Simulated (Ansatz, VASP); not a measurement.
# Ta2AlC2N: VASP beside Ansatz

File INCAR:

```
ALGO     = Normal         # electronic algorithm
EDIFF    = 1E-6           # SCF threshold, eV
EDIFFG   = -0.04          # ionic threshold
ENCUT    = 600            # plane-wave cutoff, eV
GGA      = PE             # functional
IBRION   = 2              # ionic algorithm
ISIF     = 3              # what is computed and relaxed
ISMEAR   = 0              # smearing method
LASPH    = True           # aspherical terms in the spheres
LCHARG   = False          # write CHGCAR
LREAL    = False          # projectors in reciprocal space
LWAVE    = False          # write WAVECAR
NELM     = 80             # most SCF steps
NSW      = 90             # ionic steps
PREC     = Accurate       # precision mode
SIGMA    = 0.1            # smearing width, eV
```

KPOINTS

```
k-points
0
Gamma
  6 6 6
```

Contents of POSCAR:

```
Ta2AlC2N
1.0
   -1.8329358100      1.8329358100      5.5772498800
    1.8329358100     -1.8329358100      5.5772498800
    1.8329358100      1.8329358100     -5.5772498800
Ta Al C N
2 1 2 1
Direct
    0.7500000000      0.2500000000      0.5000000000
    0.2500000000      0.7500000000      0.5000000000
    0.0000000000      0.0000000000      0.0000000000
    0.3590180000      0.3590180000      0.0000000000
    0.6409820000      0.6409820000      0.0000000000
    0.5000000000      0.5000000000      0.0000000000
```

Input for Ansatz:

```yaml
crystal:
  lattice:
    - [-1.83293581, 1.83293581, 5.57724988]
    - [1.83293581, -1.83293581, 5.57724988]
    - [1.83293581, 1.83293581, -5.57724988]
  atoms:
    - { symbol: Ta, position: [0.75, 0.25, 0.5] }
    - { symbol: Ta, position: [0.25, 0.75, 0.5] }
    - { symbol: Al, position: [0.0, 0.0, 0.0] }
    - { symbol: C, position: [0.359018, 0.359018, 0.0] }
    - { symbol: C, position: [0.640982, 0.640982, 0.0] }
    - { symbol: "N", position: [0.5, 0.5, 0.0] }
basis:
  ecutwfc: 420
kpoints:
  mp_grid: { grid: [6, 6, 6] }
hamiltonian:
  xc: pbe
scf:
  occupations: { method: gaussian, width: 0.1 }
  lower_state_search: "off"
output:
  forces: true
  stress: true
  eigenvalues: true
relax:
  adjacent_minimum: "off"
  f_tol: 0.04
  max_steps: 70
  cell: { stress_tol: 0.4 }
```

Change from the starting cell: species swapped into the LuNi2B2C type (I4/mmm, No. 139).

Alike in both runs: task relaxation of cell and atoms; functional PBE; k mesh 6 × 6 × 6; occupations gaussian, width 0.1 eV; no spin polarisation.

```csv
,VASP,Ansatz
version,VASP 6.6.1,Ansatz 0.2.0
potentials or method,"VASP PAW PBE potentials, release 64 (Ta_pv, Al, C, N), cutoff 600 eV","scalar-relativistic, plane waves, PAW"
valence electrons in the cell,38,42
```

|  | VASP | Ansatz | Ansatz less VASP |
| --- | --- | --- | --- |
| gap on the k mesh at the Fermi level, each at its own relaxed structure (eV) | none | none | - |
| relaxed volume (Å³/atom) | 12.08 | 12.11 | +0.033 |
| relaxed length of the cell vector where the two differ most in proportion (Å) | 4.788 | 4.797 | +0.0095 |

A gap of «none» marks a metal or a gap that the smearing closes. VASP's potentials hold 38 valence electrons a cell and Ansatz's 42, so a difference there can come from the potentials and not from the codes.

The k mesh is coarse, so the values compare programs but aren't converged. Spin-orbit coupling is off throughout.
